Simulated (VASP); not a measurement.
Input of a VASP 6.6.1 run:

The input INCAR:

```
SYSTEM = TiAl
PREC = Accurate
ENCUT = 520
EDIFF = 1E-6
ISMEAR = -1
SIGMA = 0.05
LREAL = .FALSE.
LASPH = .TRUE.
NELM = 60
ALGO = Normal
ISIF = 2
LWAVE = .FALSE.
LCHARG = .FALSE.
GGA = PS
NBANDS = 14
```

The input KPOINTS:

```
regular mesh
0
G
  11 11 6
  0 0 0
```

Contents of POSCAR:

```
TiAl
1.0
    2.7018199080      0.0000000000      0.0000000000
   -1.3509099540      2.3398446768      0.0000000000
    0.0000000000      0.0000000000      4.4575218526
Ti Al
1 1
Direct
    0.0000000000      0.0000000000      0.0000000000
    0.3333333333      0.6666666667      0.5000000000
```

Potentials or basis: VASP PAW PBE potentials, release 64 (Ti_sv, Al).

The run is started by

```console
$ cat potpaw_PBE.64/Ti_sv/POTCAR potpaw_PBE.64/Al/POTCAR > POTCAR
$ mpirun -np 1 vasp_std > vasp.out
```

(1) Predict the pressure.

Answers

(1) 20.0 GPa.

Caveat: the PAW data sets were made with another functional, which shifts forces and pressure a little.
